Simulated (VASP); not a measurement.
# Bi (R-3m) in VASP: relaxation of shape and atoms at fixed volume with PBEsol

Aim: the relaxation of shape and atoms at fixed volume of Bi with PBEsol.

Program: VASP 6.6.1. These are calculated values, not measurements. Logs are shortened: lines on timing, memory, paths and dates and some standing lists are left out, and cuts for length are marked.

## (1) The cell of the first run

It takes space group R-3m (No. 166, trigonal). The conventional cell has a = 4.479 Å, b = 4.479 Å, c = 11.535 Å, α = 90.00°, β = 90.00°, γ = 120.00°. Within 4.0 Å of Bi (site symmetry 3m) lie 6 Bi at 3.05 to 3.41 Å.

## (2) Relaxation of shape and atoms at fixed volume, PBEsol (33.40 Å³/atom)

INCAR reads:

```
  PREC = Accurate
  ENCUT = 600
  EDIFF = 1E-6
  ISMEAR = 0
  SIGMA = 0.1
  LREAL = F
  LASPH = T
  NELM = 60
  ALGO = Fast
  ISIF = 4
  LWAVE = F
  LCHARG = F
  GGA = PS
  IBRION = 2
  NSW = 50
  EDIFFG = -0.01
```

KPOINTS reads:

```
regular mesh
0
Gamma
  12 12 12
```

POSCAR reads:

```
Bi
1.0
    2.2394094323      1.2929236386      3.8450610621
   -2.2394094323      1.2929236386      3.8450610621
    0.0000000000     -2.5858472772      3.8450610621
Bi
2
Direct
    0.2366973713      0.2366973713      0.2366973713
    0.7633026287      0.7633026287      0.7633026287
```

Potentials or basis: VASP PAW PBE potentials, release 64 (Bi_d).

Started as:

```
$ cat potpaw_PBE.64/Bi_d/POTCAR > POTCAR
$ mpirun -np 1 vasp_std > vasp.out
```

OUTCAR:

```text
PREC = Accurate
   ENCUT = 600
   EDIFF = 1E-6
   ISMEAR = 0
   LREAL = F
   LASPH = T
   NELM = 60
   ISIF = 4
   GGA = PS
   IBRION = 2
   NSW = 50
   EDIFFG = -0.01

 ion  position               nearest neighbor table
   1  0.237  0.237  0.237-   2 3.05   2 3.05   2 3.05   2 3.41   2 3.41   2 3.41
   2  0.763  0.763  0.763-   1 3.05   1 3.05   1 3.05   1 3.41   1 3.41   1 3.41

  LATTYP: Found a trigonal (rhomboedric) cell.
 ALAT       =     4.6336919095
 COS(alpha) =     0.5328646935

  Lattice vectors:

 A1 = (   2.2394094323,   1.2929236386,   3.8450610621)
 A2 = (  -2.2394094323,   1.2929236386,   3.8450610621)
 A3 = (   0.0000000000,  -2.5858472772,   3.8450610621)

Analysis of symmetry for initial positions (statically):
=====================================================================
 Subroutine PRICEL returns:
 Original cell was already a primitive cell.

 Routine SETGRP: Setting up the symmetry group for a
 trigonal (rhombohedral) supercell.

 Subroutine GETGRP returns: Found 12 space group operations
 (whereof 12 operations were pure point group operations)
 out of a pool of 12 trial point group operations.

The static configuration has the point symmetry D_3d.

Analysis of symmetry for dynamics (positions and initial velocities):
=====================================================================
 Subroutine PRICEL returns:
 Original cell was already a primitive cell.

 Routine SETGRP: Setting up the symmetry group for a
 trigonal (rhombohedral) supercell.

 Subroutine GETGRP returns: Found 12 space group operations
 (whereof 12 operations were pure point group operations)
 out of a pool of 12 trial point group operations.

The dynamic configuration has the point symmetry D_3d.

 Subroutine INISYM returns: Found 12 space group operations
 (whereof 12 operations are pure point group operations),
 and found     1 'primitive' translations

----------------------------------------------------------------------------------------

                                     Primitive cell

  volume of cell :      66.7976

  direct lattice vectors                    reciprocal lattice vectors
     2.239409432  1.292923639  3.845061062     0.223273151  0.128906814  0.086691298
    -2.239409432  1.292923639  3.845061062    -0.223273151  0.128906814  0.086691298
     0.000000000 -2.585847277  3.845061062     0.000000000 -0.257813627  0.086691298

  length of vectors
     4.633691909  4.633691909  4.633691910     0.271998617  0.271998617  0.271998617

  position of ions in fractional coordinates (direct lattice)
     0.236697371  0.236697371  0.236697371
     0.763302629  0.763302629  0.763302629

  ion indices of the primitive-cell ions
   primitive index   ion index
                 1           1
                 2           2

----------------------------------------------------------------------------------------

 KPOINTS: regular mesh

Automatic generation of k-mesh.
 Grid dimensions read from file:
 generate k-points for:   12   12   12

 Generating k-lattice:

  Cartesian coordinates                     Fractional coordinates (reciprocal lattice)
     0.018606096  0.010742234  0.007224275     0.083333333  0.000000000 -0.000000000
    -0.018606096  0.010742234  0.007224275     0.000000000  0.083333333 -0.000000000
     0.000000000 -0.021484469  0.007224275    -0.000000000 -0.000000000  0.083333333

  Length of vectors
     0.022666551  0.022666551  0.022666551

  Shift w.r.t. Gamma in fractional coordinates (k-lattice)
     0.000000000  0.000000000  0.000000000

 Subroutine IBZKPT returns following result:
 ===========================================

 Found    189 irreducible k-points:

 Following reciprocal coordinates:
            Coordinates               Weight
  0.000000  0.000000  0.000000      1.000000
  0.083333  0.000000  0.000000      6.000000
  0.166667 -0.000000  0.000000      6.000000
  0.250000  0.000000  0.000000      6.000000
  0.333333  0.000000  0.000000      6.000000
  0.416667  0.000000  0.000000      6.000000
[... 16 lines left out ...]
  0.500000  0.166667  0.000000     12.000000
 -0.416667  0.166667  0.000000     12.000000
 [... further k-points ...]
   k-points           NKPTS =    189   k-points in BZ     NKDIM =    189   number of bands    NBANDS=     19
   number of dos      NEDOS =    301   number of ions     NIONS =      2
   total plane-waves  NPLWV =  64000
   dimension x,y,z NGX =    40 NGY =   40 NGZ =   40
   dimension x,y,z NGXF=    80 NGYF=   80 NGZF=   80
   ions per type =               2
   NGX,Y,Z   is equivalent  to a cutoff of  14.35, 14.35, 14.35 a.u.
   NGXF,Y,Z  is equivalent  to a cutoff of  28.70, 28.70, 28.70 a.u.
 SYSTEM =  unknown system
   PREC   = accura    normal or accurate (medium, high low for compatibility)
   ISTART =      0    job   : 0-new  1-cont  2-samecut
   ICHARG =      2    charge: 1-file 2-atom 10-const
   ISPIN  =      1    spin polarized calculation?
   LNONCOLLINEAR =      F non collinear calculations
   LSORBIT =      F    spin-orbit coupling
   LASPH  =      T    aspherical Exc in radial PAW
   ENCUT  =  600.0 eV  44.10 Ry    6.64 a.u.   9.25  9.25  9.25*2*pi/ulx,y,z
   NELM   =     60;   NELMIN=  2; NELMDL= -5     # of ELM steps
   EDIFF  = 0.1E-05   stopping-criterion for ELM
   LREAL  =      F    real-space projection
   EDIFFG = -.1E-01   stopping-criterion for IOM
   NSW    =     50    number of steps for IOM
   IBRION =      2    ionic relax: 0-MD 1-quasi-New 2-CG
   NFREE  =      1    steps in history (QN), initial steepest desc. (CG)
   ISIF   =      4    stress and relaxation
   ISYM   =      2    0-nonsym 1-usesym 2-fastsym
   POTIM  = 0.5000    time-step for ionic-motion
   TEBEG  =    0.0;   TEEND  =   0.0 temperature during run
   PSTRESS=    0.0 pullay stress
   NELECT =      30.0000    total number of electrons
   NUPDOWN=      -1.0000    fix difference up-down
   EMIN   =  10.00;   EMAX   =-10.00  energy-range for DOS
   EFERMI =   0.00;   METHOD = LEGACY
   ISMEAR =     0;   SIGMA  =   0.10  broadening in eV -4-tet -1-fermi 0-gaus
   EFERMI_NEDOS =   21; number of points for ismear=-14 and -15
   IALGO  =     68    algorithm
   IMIX   =      4    mixing-type and parameters
     AMIX     =   0.40;   BMIX     =  1.00
     AMIX_MAG =   1.60;   BMIX_MAG =  1.00
  volume/ion in A,a.u.               =      33.40       225.39
  Fermi-wavevector in a.u.,A,eV,Ry     =   1.253704  2.369157 21.385275  1.571773
  Thomas-Fermi vector in A             =   2.387544
   LORBIT       =      0    0 simple, 1 ext, 2 COOP (PROOUT), +10 PAW based schemes
   GGA     = PS    functional components
   LHFCALC =     F    Hartree Fock is set to
   AEXX    =    0.0000 exact exchange contribution
   IVDW    =     0    specifies the selected vdW correction
   LEPSILON=     F    determine dielectric tensor
   LRPA    =     F    only Hartree local field effects (RPA)
 conjugate gradient relaxation of ions
 non-spin polarized calculation
 RMM-DIIS sequential band-by-band and
 Gauss-broadening in eV      SIGMA  =   0.10
  energy-cutoff  :      600.00
  volume of cell :       66.80
 maximum number of plane-waves:      2246
 NGX is ok and might be reduce to    40
   NGX = 19   NGY = 19   NGZ = 19

--------------------------------------- Ionic step        1  -------------------------------------------

 number of electron      29.9999997 magnetization

 Free energy of the ion-electron system (eV)
  ---------------------------------------------------
  ext. energy  EPLUGINS =         0.00000000
  ---------------------------------------------------
  free energy    TOTEN  =        -8.59585072 eV

  energy without entropy =       -8.59465334  energy(sigma->0) =       -8.59525203

------------------------ aborting loop because EDIFF is reached ----------------------------------------

  FORCE on cell =-STRESS in cart. coord.  units (eV):
  Direction    XX          YY          ZZ          XY          YZ          ZX
  --------------------------------------------------------------------------------------
  -------------------------------------------------------------------------------------
  Total        0.7256936      0.7256936      0.6346207      0.0000000     -0.0000000      0.0000000
  in kB       17.4061623     17.4061623     15.2217267      0.0000000     -0.0000000      0.0000000
  external PRESSURE =      16.6780171 kB  Pullay stress =       0.0000000 kB
[... 89 lines left out ...]
  FREE ENERGIE OF THE ION-ELECTRON SYSTEM (eV)
  ---------------------------------------------------
  free  energy   TOTEN  =        -8.5981920194 eV

  energy  without entropy=       -8.5969434681  energy(sigma->0) =       -8.59756774

[... ionic steps 4 to 7 ...]

--------------------------------------- Ionic step        8  -------------------------------------------

 number of electron      29.9999998 magnetization

------------------------ aborting loop because EDIFF is reached ----------------------------------------

  FORCE on cell =-STRESS in cart. coord.  units (eV):
  Direction    XX          YY          ZZ          XY          YZ          ZX
  --------------------------------------------------------------------------------------
  -------------------------------------------------------------------------------------
  Total        0.5497833      0.5497833      0.4764885      0.0000000     -0.0000000      0.0000000
  in kB       13.1868560     13.1868560     11.4288404      0.0000000     -0.0000000      0.0000000
  external PRESSURE =      12.6008508 kB  Pullay stress =       0.0000000 kB
[... 57 lines left out ...]
  energy  without entropy=       -8.5971965591  energy(sigma->0) =       -8.59782987

--------------------------------------- Ionic step       10  -------------------------------------------

 number of electron      29.9999999 magnetization

 Free energy of the ion-electron system (eV)
  ---------------------------------------------------
  ext. energy  EPLUGINS =         0.00000000
  ---------------------------------------------------
  free energy    TOTEN  =        -8.59849684 eV

  energy without entropy =       -8.59723781  energy(sigma->0) =       -8.59786732

 E-fermi :   6.7745     XC(G=0):  -9.9565

 val. band max:        6.7603388708   @ k =   0.4167   0.0833   0.0833
 cond. band min:       6.8473100412   @ k =   0.4167   0.0000   0.0000
 fundamental gap:      0.0869711704
 Fermi energy:         6.7744930413

 k-point     1 :       0.0000    0.0000    0.0000
  band No.  band energies     occupation
      1     -16.1615      2.00000
      2     -16.1615      2.00000
      3     -15.9922      2.00000
      4     -15.9922      2.00000
      5     -15.9831      2.00000
      6     -15.7833      2.00000
[... 11 lines left out ...]
     18       9.9004      0.00000
     19      12.2289      0.00000
[... 489 lines left out ...]
      3     -15.9340      2.00000
      4     -15.9161      2.00000
      5     -15.8987      2.00000
      6     -15.8816      2.00000
[... 11 lines left out ...]
     18      10.1235      0.00000
     19      13.6562      0.00000

 [... further k-points ...]

------------------------ aborting loop because EDIFF is reached ----------------------------------------

  FORCE on cell =-STRESS in cart. coord.  units (eV):
  Direction    XX          YY          ZZ          XY          YZ          ZX
  --------------------------------------------------------------------------------------
  -------------------------------------------------------------------------------------
  Total        0.5174133      0.5174133      0.5171443      0.0000000     -0.0000000      0.0000000
  in kB       12.4104433     12.4104433     12.4039907      0.0000000     -0.0000000      0.0000000
  external PRESSURE =      12.4082924 kB  Pullay stress =       0.0000000 kB
[... 17 lines left out ...]
  FREE ENERGIE OF THE ION-ELECTRON SYSTEM (eV)
  ---------------------------------------------------
  free  energy   TOTEN  =        -8.5984968396 eV

  energy  without entropy=       -8.5972378088  energy(sigma->0) =       -8.59786732

 reached required accuracy - stopping structural energy minimisation
```

Wall time 17 min (1 thread of AMD EPYC 9R45 (Zen 5), shared host); peak memory 0.39 GiB.

Results:

```yaml
Free_energy: -8.5985 eV
Energy_gained_by_relaxing: 1.3 meV/atom
Ionic_steps: 10
Pressure_after_relaxing: 1.2 GPa
Band_gap_on_the_k_mesh: zero (bands 15 and 16 overlap by 0.23 eV)
```

Step by step:
| step | energy change (eV) | largest force (eV/Å) | pressure (GPa) | volume (Å³) |
| --- | --- | --- | --- | --- |
| 1 | 0.0000 | 0.1277 | 1.67 | 66.80 |
| 2 | -0.0014 | 0.0770 | 1.53 | 66.80 |
| 3 | -0.0023 | 0.0214 | 1.38 | 66.80 |
| 4 | -0.0018 | 0.0780 | 1.08 | 66.80 |
| 5 | -0.0025 | 0.0050 | 1.27 | 66.80 |
| 6 | -0.0025 | 0.0296 | 1.20 | 66.80 |
| 7 | -0.0025 | 0.0124 | 1.27 | 66.80 |
| 8 | -0.0025 | 0.0079 | 1.26 | 66.80 |
| 9 | -0.0026 | 0.0049 | 1.25 | 66.80 |
| 10 | -0.0026 | 0.0007 | 1.24 | 66.80 |

Final structure:
```
Bi
1.0
     2.24842    1.29812    3.81432
    -2.24842    1.29812    3.81432
     0.00000   -2.59625    3.81432
Bi
2
Cartesian
  0.0000 0.0000 2.7274
  0.0000 0.0000 8.7156
```

Caveat: the PAW data sets were made with another functional, which shifts forces and pressure a little; spin-orbit coupling is left out, which moves the levels of the heavy elements.
